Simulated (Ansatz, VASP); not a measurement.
**TiBrF3: VASP beside Ansatz**

File INCAR:

```
PREC = Accurate ; ENCUT = 600
EDIFF = 1E-7 ; ISMEAR = 0
SIGMA = 0.02 ; LREAL = False
LASPH = True ; NELM = 120
ALGO = Normal ; ISIF = 3
LWAVE = False ; LCHARG = False
GGA = PE ; IBRION = 2
NSW = 100 ; EDIFFG = -0.01
GGA_COMPAT = False ; NELMIN = 4
```

KPOINTS

```
Automatic mesh
0
Gamma
  6 6 6
```

POSCAR

```
TiBrF3
1.0
    4.4794916244      2.5862356952      2.1530057431
   -4.4794916244      2.5862356952      2.1530057431
    0.0000000000     -5.1724713903      2.1530057431
Ti Br F
1 1 3
Direct
    0.9615016503      0.9615016503      0.9615016503
    0.5989370923      0.5989370923      0.5989370923
    0.2685928574      0.9490718799      0.9490718799
    0.9490718799      0.9490718799      0.2685928574
    0.9490718799      0.2685928574      0.9490718799
```

Input for Ansatz:

```yaml
crystal:
  lattice:
    - [4.4794916244, 2.5862356952, 2.1530057431]
    - [-4.4794916244, 2.5862356952, 2.1530057431]
    - [0.0, -5.1724713903, 2.1530057431]
  atoms:
    - { symbol: Ti, position: [0.9615016503, 0.9615016503, 0.9615016503] }
    - { symbol: Br, position: [0.5989370923, 0.5989370923, 0.5989370923] }
    - { symbol: F, position: [0.2685928574, 0.9490718799, 0.9490718799] }
    - { symbol: F, position: [0.9490718799, 0.9490718799, 0.2685928574] }
    - { symbol: F, position: [0.9490718799, 0.2685928574, 0.9490718799] }
basis:
  ecutwfc: 420
kpoints:
  mp_grid: { grid: [6, 6, 6] }
hamiltonian:
  xc: pbe
scf:
  occupations: { method: gaussian, width: 0.02 }
output:
  forces: true
  stress: true
  eigenvalues: true
relax:
  adjacent_minimum: "off"
  f_tol: 0.01
  max_steps: 80
  cell: { stress_tol: 0.05 }
```

Change from the starting cell: species swapped into the FeBiO3 type (R3m, No. 160).

Alike in both runs: task relaxation of cell and atoms; functional PBE; k mesh 6 × 6 × 6; occupations gaussian, width 0.02 eV; no spin polarisation.

|  | VASP | Ansatz |
| --- | --- | --- |
| version | VASP 6.6.1 | Ansatz 0.2.0 |
| potentials or method | VASP PAW PBE potentials, release 64 (Ti_sv, Br, F), cutoff 600 eV | scalar-relativistic, plane waves, PAW |
| valence electrons in the cell | 40 | 40 |

```tsv
	VASP	Ansatz	Ansatz less VASP
gap on the k mesh at the Fermi level, each at its own relaxed structure (eV)	3.48	3.58	+0.103
relaxed volume (Å³/atom)	27.23	29.93	+2.697
relaxed length of the cell vector where the two differ most in proportion (Å)	5.419	5.603	+0.1841
```

One of these differences is far larger than is usual between the two programs; its cause wasn't traced.
